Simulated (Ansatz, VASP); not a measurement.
## One calculation of C, two programs

File INCAR:

```
SYSTEM = C
ALGO = Normal
EDIFF = 1E-7
ENCUT = 520
GGA = CA
ISIF = 2
ISMEAR = -1
LASPH = .True.
LCHARG = .True.
LELF = .True.
LREAL = .False.
LVHAR = .True.
LWAVE = .False.
NBANDS = 11
NELM = 60
PREC = Accurate
SIGMA = 0.08
```

The input KPOINTS:

```
k-points
0
Gamma
  20 20 20
  0 0 0
```

POSCAR

```
C
1.0
    0.0000000000      1.5217801907      1.5217801907
    1.5217801907      0.0000000000      1.5217801907
    1.5217801907      1.5217801907      0.0000000000
C
2
Direct
   -0.1250000000     -0.1250000000     -0.1250000000
    0.1250000000      0.1250000000      0.1250000000
```

Input for Ansatz:

```yaml
crystal:
  lattice:
    - [0.0, 1.5217801907, 1.5217801907]
    - [1.5217801907, 0.0, 1.5217801907]
    - [1.5217801907, 1.5217801907, 0.0]
  atoms:
    - { symbol: C, position: [-0.125, -0.125, -0.125] }
    - { symbol: C, position: [0.125, 0.125, 0.125] }
kpoints:
  mp_grid: { grid: [20, 20, 20] }
scf:
  occupations: { method: fermi_dirac, width: 0.08 }
hamiltonian:
  xc: lda
  pseudopotentials: { kind: paw }
output:
  forces: true
  stress: true
  eigenvalues: true
  populations: true
```

Change from the starting cell: volume scaled by 0.64, PAW files.

Alike in both runs: task single point; functional LDA; k mesh 20 × 20 × 20; occupations fermi-dirac, width 0.08 eV; no spin polarisation.

|  | VASP | Ansatz |
| --- | --- | --- |
| version | VASP 6.6.1 | Ansatz 0.2.0 |
| potentials or method | VASP PAW LDA potentials, release 64 (C) | PAW with Ansatz's default frozen-core files, scalar-relativistic |
| plane-wave cutoff (eV) | 520 | 420 |
| valence electrons in the cell | 8 | 8 |

VASP gave:

- gap on the k mesh at the Fermi level (eV): 5.44
- pressure (GPa): 461.7

Question: Estimate Ansatz's values.

Answer: gap on the k mesh at the Fermi level (eV): 5.45; pressure (GPa): 458.0.

LDA's correlation is that of Perdew and Zunger in VASP and of Perdew and Wang (1992) in Ansatz. Both programs put the cell under a high pressure, so it lies far from rest at this level.

Noted on VASP's run: the cell as given lies far from equilibrium.
